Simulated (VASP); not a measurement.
# ScAl3 in VASP: notebook

ScAl3 is run at these levels: PBE, r2SCANh, LDA; tasks: single point.

Program: VASP 6.6.1. These are calculated values, not measurements. Logs are shortened: lines on timing, memory, paths and dates and some standing lists are left out, and cuts for length are marked.

## 1. The cell of the first run

Symmetry: P4/mmm, No. 123, tetragonal system. The conventional cell has a = 4.129 Å, b = 4.129 Å, c = 4.088 Å, α = 90.00°, β = 90.00°, γ = 90.00°. Sc (site symmetry 4/mmm) has 12 Al at 2.91 to 2.92 Å within 3.8 Å. Within 3.8 Å of Al (site symmetry 4/mmm) lie 8 Al at 2.91 Å and 4 Sc at 2.92 Å. Al (site symmetry mmm) has 4 Sc at 2.91 Å and 8 Al at 2.91 to 2.92 Å within 3.8 Å.

## 2. Single point, PBE

INCAR reads:

```
SYSTEM = ScAl3
  PREC = Accurate
  ENCUT = 520
  EDIFF = 1E-6
  ISMEAR = -1
  SIGMA = 0.05
  LREAL = .FALSE.
  LASPH = .TRUE.
  NELM = 80
  ALGO = Normal
  ISIF = 2
  LWAVE = .FALSE.
  LCHARG = .TRUE.
  GGA = PE
  LELF = .TRUE.
  LVHAR = .TRUE.
  NBANDS = 18
```

KPOINTS reads:

```
Automatic mesh
0
G
  6 6 6
  0 0 0
```

POSCAR reads:

```
ScAl3
1.0
    4.1286846357      0.0000000000      0.0000000000
    0.0000000000      4.1286846357      0.0000000000
    0.0000000000      0.0000000000      4.0878065700
Sc Al
1 3
Direct
    0.0000000000      0.0000000000      0.0000000000
    0.5000000000      0.5000000000      0.0000000000
    0.0000000000      0.5000000000      0.5000000000
    0.5000000000      0.0000000000      0.5000000000
```

Potentials or basis: VASP PAW PBE potentials, release 64 (Sc_sv, Al).

Run with:

```
> cat potpaw_PBE.64/Sc_sv/POTCAR potpaw_PBE.64/Al/POTCAR > POTCAR
> mpirun -np 1 vasp_std > vasp.out
```

OUTCAR:

```text
SYSTEM = ScAl3
   PREC = Accurate
   ENCUT = 520
   EDIFF = 1E-6
   ISMEAR = -1
   LREAL = .FALSE.
   LASPH = .TRUE.
   NELM = 80
   ISIF = 2
   GGA = PE

 ion  position               nearest neighbor table
   1  0.000  0.000  0.000-   3 2.91   4 2.91   3 2.91   4 2.91   3 2.91   3 2.91   4 2.91   4 2.91
                             2 2.92   2 2.92   2 2.92   2 2.92
   2  0.500  0.500  0.000-   3 2.91   4 2.91   3 2.91   4 2.91   4 2.91   4 2.91   3 2.91   3 2.91
                             1 2.92   1 2.92   1 2.92   1 2.92
   3  0.000  0.500  0.500-   1 2.91   2 2.91   1 2.91   2 2.91   1 2.91   1 2.91   2 2.91   2 2.91
                             4 2.92   4 2.92   4 2.92   4 2.92
   4  0.500  0.000  0.500-   1 2.91   2 2.91   1 2.91   2 2.91   2 2.91   2 2.91   1 2.91   1 2.91
                             3 2.92   3 2.92   3 2.92   3 2.92

  LATTYP: Found a simple tetragonal cell.
 ALAT       =     4.1286846357
 C/A-ratio  =     0.9900990099

  Lattice vectors:

 A1 = (   4.1286846357,   0.0000000000,   0.0000000000)
 A2 = (   0.0000000000,   4.1286846357,   0.0000000000)
 A3 = (   0.0000000000,   0.0000000000,   4.0878065700)

Analysis of symmetry for initial positions (statically):
=====================================================================
 Subroutine PRICEL returns:
 Original cell was already a primitive cell.

 Routine SETGRP: Setting up the symmetry group for a
 simple tetragonal supercell.

 Subroutine GETGRP returns: Found 16 space group operations
 (whereof 16 operations were pure point group operations)
 out of a pool of 16 trial point group operations.

The static configuration has the point symmetry D_4h.

Analysis of symmetry for dynamics (positions and initial velocities):
=====================================================================
 Subroutine PRICEL returns:
 Original cell was already a primitive cell.

 Routine SETGRP: Setting up the symmetry group for a
 simple tetragonal supercell.

 Subroutine GETGRP returns: Found 16 space group operations
 (whereof 16 operations were pure point group operations)
 out of a pool of 16 trial point group operations.

The dynamic configuration has the point symmetry D_4h.

 Subroutine INISYM returns: Found 16 space group operations
 (whereof 16 operations are pure point group operations),
 and found     1 'primitive' translations

----------------------------------------------------------------------------------------

                                     Primitive cell

  volume of cell :      69.6809

  direct lattice vectors                    reciprocal lattice vectors
     4.128684636  0.000000000  0.000000000     0.242207891  0.000000000  0.000000000
     0.000000000  4.128684636  0.000000000     0.000000000  0.242207891  0.000000000
     0.000000000  0.000000000  4.087806570     0.000000000  0.000000000  0.244629970

  length of vectors
     4.128684636  4.128684636  4.087806570     0.242207891  0.242207891  0.244629970

  position of ions in fractional coordinates (direct lattice)
     0.000000000  0.000000000  0.000000000
     0.500000000  0.500000000  0.000000000
     0.000000000  0.500000000  0.500000000
     0.500000000  0.000000000  0.500000000

  ion indices of the primitive-cell ions
   primitive index   ion index
                 1           1
                 2           2
                 3           3
                 4           4

----------------------------------------------------------------------------------------

 KPOINTS: Automatic mesh

Automatic generation of k-mesh.
 Grid dimensions read from file:
 generate k-points for:    6    6    6

 Generating k-lattice:

  Cartesian coordinates                     Fractional coordinates (reciprocal lattice)
     0.040367982  0.000000000  0.000000000     0.166666667  0.000000000  0.000000000
     0.000000000  0.040367982  0.000000000     0.000000000  0.166666667  0.000000000
     0.000000000  0.000000000  0.040771662     0.000000000  0.000000000  0.166666667

  Length of vectors
     0.040367982  0.040367982  0.040771662

  Shift w.r.t. Gamma in fractional coordinates (k-lattice)
     0.000000000  0.000000000  0.000000000

 Subroutine IBZKPT returns following result:
 ===========================================

 Found     40 irreducible k-points:

 Following reciprocal coordinates:
            Coordinates               Weight
  0.000000  0.000000  0.000000      1.000000
  0.166667  0.000000  0.000000      4.000000
  0.333333  0.000000  0.000000      4.000000
  0.500000  0.000000  0.000000      2.000000
  0.166667  0.166667  0.000000      4.000000
  0.333333  0.166667  0.000000      8.000000
[... 16 lines left out ...]
  0.333333  0.000000  0.333333      8.000000
  0.500000  0.000000  0.333333      4.000000
 [... further k-points ...]
   k-points           NKPTS =     40   k-points in BZ     NKDIM =     40   number of bands    NBANDS=     18
   number of dos      NEDOS =    301   number of ions     NIONS =      4
   total plane-waves  NPLWV =  30720
   dimension x,y,z NGX =    32 NGY =   32 NGZ =   30
   dimension x,y,z NGXF=    64 NGYF=   64 NGZF=   60
   ions per type =               1   3
   NGX,Y,Z   is equivalent  to a cutoff of  12.89, 12.89, 12.20 a.u.
   NGXF,Y,Z  is equivalent  to a cutoff of  25.77, 25.77, 24.40 a.u.
 SYSTEM =  ScAl3
   PREC   = accura    normal or accurate (medium, high low for compatibility)
   ISTART =      0    job   : 0-new  1-cont  2-samecut
   ICHARG =      2    charge: 1-file 2-atom 10-const
   ISPIN  =      1    spin polarized calculation?
   LNONCOLLINEAR =      F non collinear calculations
   LSORBIT =      F    spin-orbit coupling
   LASPH  =      T    aspherical Exc in radial PAW
   ENCUT  =  520.0 eV  38.22 Ry    6.18 a.u.   7.68  7.68  7.60*2*pi/ulx,y,z
   NELM   =     80;   NELMIN=  2; NELMDL= -5     # of ELM steps
   EDIFF  = 0.1E-05   stopping-criterion for ELM
   LREAL  =      F    real-space projection
   EDIFFG = 0.1E-04   stopping-criterion for IOM
   NSW    =      0    number of steps for IOM
   IBRION =     -1    ionic relax: 0-MD 1-quasi-New 2-CG
   NFREE  =      0    steps in history (QN), initial steepest desc. (CG)
   ISIF   =      2    stress and relaxation
   ISYM   =      2    0-nonsym 1-usesym 2-fastsym
   POTIM  = 0.5000    time-step for ionic-motion
   TEBEG  =    0.0;   TEEND  =   0.0 temperature during run
   PSTRESS=    0.0 pullay stress
   NELECT =      20.0000    total number of electrons
   NUPDOWN=      -1.0000    fix difference up-down
   EMIN   =  10.00;   EMAX   =-10.00  energy-range for DOS
   EFERMI =   0.00;   METHOD = LEGACY
   ISMEAR =    -1;   SIGMA  =   0.05  broadening in eV -4-tet -1-fermi 0-gaus
   EFERMI_NEDOS =   21; number of points for ismear=-14 and -15
   IALGO  =     38    algorithm
   IMIX   =      4    mixing-type and parameters
     AMIX     =   0.40;   BMIX     =  1.00
     AMIX_MAG =   1.60;   BMIX_MAG =  1.00
  volume/ion in A,a.u.               =      17.42       117.56
  Fermi-wavevector in a.u.,A,eV,Ry     =   1.079892  2.040700 15.866656  1.166166
  Thomas-Fermi vector in A             =   2.215869
   LORBIT       =      0    0 simple, 1 ext, 2 COOP (PROOUT), +10 PAW based schemes
   GGA     = PE    functional components
   LHFCALC =     F    Hartree Fock is set to
   AEXX    =    0.0000 exact exchange contribution
   IVDW    =     0    specifies the selected vdW correction
   LEPSILON=     F    determine dielectric tensor
   LRPA    =     F    only Hartree local field effects (RPA)
 non-spin polarized calculation
  energy-cutoff  :      520.00
  volume of cell :       69.68
 maximum number of plane-waves:      1908
 NGX is ok and might be reduce to    32
   NGX = 15   NGY = 15   NGZ = 15

 number of electron      19.9999996 magnetization

 Free energy of the ion-electron system (eV)
  ---------------------------------------------------
  ext. energy  EPLUGINS =         0.00000000
  ---------------------------------------------------
  free energy    TOTEN  =       -19.29049481 eV

  energy without entropy =      -19.27323179  energy(sigma->0) =      -19.28186330

 E-fermi :   7.2122     XC(G=0): -10.3397

 val. band max:        7.1916974870   @ k =   0.5000   0.1667   0.3333
 cond. band min:       7.2265089963   @ k =   0.5000   0.3333   0.1667
 fundamental gap:      0.0348115093
 Fermi energy:         7.2121669312

 k-point     1 :       0.0000    0.0000    0.0000
  band No.  band energies     occupation
      1     -41.9462      2.00000
      2     -20.6450      2.00000
      3     -20.6450      2.00000
      4     -20.6380      2.00000
      5      -2.8302      2.00000
      6       4.4430      2.00000
[... 10 lines left out ...]
     17      12.2816      0.00000
     18      12.3112      0.00000

 k-point     2 :       0.1667    0.0000    0.0000
  band No.  band energies     occupation
      1     -41.9460      2.00000
      2     -20.6521      2.00000
      3     -20.6445      2.00000
      4     -20.6374      2.00000
      5      -2.5809      2.00000
      6       2.9308      2.00000
[... 10 lines left out ...]
     17      12.2943      0.00000
     18      12.3549      0.00000

 k-point     3 :       0.3333    0.0000    0.0000
  band No.  band energies     occupation
      1     -41.9454      2.00000
      2     -20.6664      2.00000
      3     -20.6434      2.00000
      4     -20.6363      2.00000
      5      -1.8576      2.00000
      6       1.0761      2.00000
[... 10 lines left out ...]
     17      11.5203      0.00000
     18      12.5751      0.00000

 k-point     4 :       0.5000    0.0000    0.0000
  band No.  band energies     occupation
      1     -41.9451      2.00000
      2     -20.6735      2.00000
      3     -20.6428      2.00000
      4     -20.6358      2.00000
      5      -1.0040      2.00000
      6      -0.1745      2.00000
[... 375 lines left out ...]
      4     -20.6426      2.00000
      5      -1.6038      2.00000
      6       1.3527      2.00000
[... 10 lines left out ...]
     17      11.5599      0.00000
     18      12.6751      0.00000

 k-point    23 :       0.3333    0.0000    0.3333
  band No.  band energies     occupation
      1     -41.9445      2.00000
      2     -20.6635      2.00000
      3     -20.6588      2.00000
      4     -20.6415      2.00000
      5      -0.9366      2.00000
      6       1.8863      2.00000
[... 10 lines left out ...]
     17      11.2861      0.00000
     18      13.1461      0.00000

 k-point    24 :       0.5000    0.0000    0.3333
  band No.  band energies     occupation
      1     -41.9442      2.00000
      2     -20.6703      2.00000
      3     -20.6579      2.00000
      4     -20.6409      2.00000
      5      -0.2027      2.00000
      6       0.7974      2.00000
[... 10 lines left out ...]
     17      11.5620      0.00000
     18      12.7399      0.00000

 [... further k-points ...]

------------------------ aborting loop because EDIFF is reached ----------------------------------------

  FORCE on cell =-STRESS in cart. coord.  units (eV):
  Direction    XX          YY          ZZ          XY          YZ          ZX
  --------------------------------------------------------------------------------------
  -------------------------------------------------------------------------------------
  Total       -0.4064189     -0.4064189      0.0334840      0.0000000      0.0000000      0.0000000
  in kB       -9.3448155     -9.3448155      0.7698992      0.0000000      0.0000000      0.0000000
  external PRESSURE =      -5.9732439 kB  Pullay stress =       0.0000000 kB

 VOLUME and BASIS-vectors are now :
 -----------------------------------------------------------------------------
  energy-cutoff  :      520.00
  volume of cell :       69.68
      direct lattice vectors                 reciprocal lattice vectors
     4.128684636  0.000000000  0.000000000     0.242207891  0.000000000  0.000000000
     0.000000000  4.128684636  0.000000000     0.000000000  0.242207891  0.000000000
     0.000000000  0.000000000  4.087806570     0.000000000  0.000000000  0.244629970

 POSITION                                       TOTAL-FORCE (eV/Angst)
 -----------------------------------------------------------------------------------
      0.00000      0.00000      0.00000         0.000000      0.000000      0.000000
      2.06434      2.06434      0.00000         0.000000      0.000000      0.000000
      0.00000      2.06434      2.04390         0.000000      0.000000      0.000000
      2.06434      0.00000      2.04390         0.000000      0.000000      0.000000
 -----------------------------------------------------------------------------------
    total drift:                                0.000000      0.000000      0.000000

  FREE ENERGIE OF THE ION-ELECTRON SYSTEM (eV)
  ---------------------------------------------------
  free  energy   TOTEN  =       -19.2904948084 eV

  energy  without entropy=      -19.2732317941  energy(sigma->0) =      -19.28186330
```

Wall time 59 s (1 thread of Intel Xeon 8259CL, shared host); peak memory 0.2 GiB.

Results:

- Free energy: -19.2905 eV
- Pressure: -0.6 GPa
- Band gap on the k mesh: zero (bands 10 and 11 overlap by 3.67 eV)

Stress tensor (GPa, compression positive):
```
-0.93  0.00  0.00
 0.00 -0.93  0.00
 0.00  0.00  0.08
```

Levels at points of the mesh, in eV from the Fermi level:
| k point | band 8 | band 9 | band 10 | band 11 | band 12 | band 13 |
| --- | --- | --- | --- | --- | --- | --- |
| (0.00, 0.00, 0.00) | -1.96 | -1.96 | -1.83 | 1.15 | 1.16 | 1.19 |
| (0.50, 0.00, 0.00) | -1.74 | -1.54 | 0.64 | 0.81 | 0.94 | 1.26 |
| (0.50, 0.50, 0.00) | -4.43 | -0.60 | -0.60 | 1.15 | 1.32 | 1.90 |
| (0.00, 0.00, 0.50) | -1.82 | -1.57 | 0.60 | 0.82 | 0.82 | 1.24 |
| (0.50, 0.00, 0.50) | -4.43 | -0.68 | -0.65 | 1.06 | 1.20 | 1.94 |
| (0.50, 0.50, 0.50) | -4.51 | -3.07 | -3.07 | -3.03 | 0.79 | 2.42 |

## 3. Single point, PBE

This run uses another cell than the first one, of 17.77 Å³/atom.

INCAR reads:

```
SYSTEM = ScAl3
PREC     = Accurate       ! precision mode
ENCUT    = 520            ! plane-wave cutoff, eV
EDIFF    = 1E-7           ! SCF threshold, eV
ISMEAR   = -1             ! smearing method
SIGMA    = 0.05           ! smearing width, eV
LREAL    = .FALSE.        ! projectors in reciprocal space
LASPH    = .TRUE.         ! aspherical terms in the spheres
NELM     = 60             ! most SCF steps
ALGO     = Fast           ! electronic algorithm
ISIF     = 2              ! what is computed and relaxed
LWAVE    = .FALSE.        ! write WAVECAR
LCHARG   = .FALSE.        ! write CHGCAR
GGA      = PE             ! functional
NBANDS   = 18             ! bands
```

KPOINTS is that of step 2.

POSCAR, as its differences from that of step 2:

```diff
@@ -2,4 +2,4 @@
 1.0
-    4.1286846357      0.0000000000      0.0000000000
-    0.0000000000      4.1286846357      0.0000000000
+    4.1695627014      0.0000000000      0.0000000000
+    0.0000000000      4.1695627014      0.0000000000
     0.0000000000      0.0000000000      4.0878065700
```

Potentials or basis: VASP PAW PBE potentials, release 64 (Sc_sv, Al).

Run with:

```
> cat potpaw_PBE.64/Sc_sv/POTCAR potpaw_PBE.64/Al/POTCAR > POTCAR
> mpirun -np 1 vasp_std > vasp.out
```

It took 95 s on 1 thread of Intel Xeon 8259CL, shared host; peak memory 0.2 GiB.

The run converged. Its results:

- Free energy: -19.2748 eV
- Pressure: -2.1 GPa
- Band gap on the k mesh: zero (bands 10 and 11 overlap by 3.50 eV)

Stress tensor (GPa, compression positive):
```
-2.73  0.00  0.00
 0.00 -2.73  0.00
 0.00  0.00 -0.82
```

Levels at points of the mesh, in eV from the Fermi level:
```
           k point  band 8  band 9  band 10  band 11  band 12  band 13
(0.00, 0.00, 0.00)   -1.98   -1.98    -1.72     1.13     1.17     1.20
(0.50, 0.00, 0.00)   -1.63   -1.48     0.54     0.76     1.00     1.32
(0.50, 0.50, 0.00)   -4.37   -0.53    -0.53     1.21     1.38     1.84
(0.00, 0.00, 0.50)   -1.80   -1.54     0.47     0.78     0.78     1.24
(0.50, 0.00, 0.50)   -4.37   -0.68    -0.63     1.04     1.15     1.90
(0.50, 0.50, 0.50)   -4.42   -3.05    -3.05    -2.96     0.76     2.35
```

(Continued in part 2 of 2.)

The gap in the log of VASP goes by the Fermi energy; the results here count the filled bands.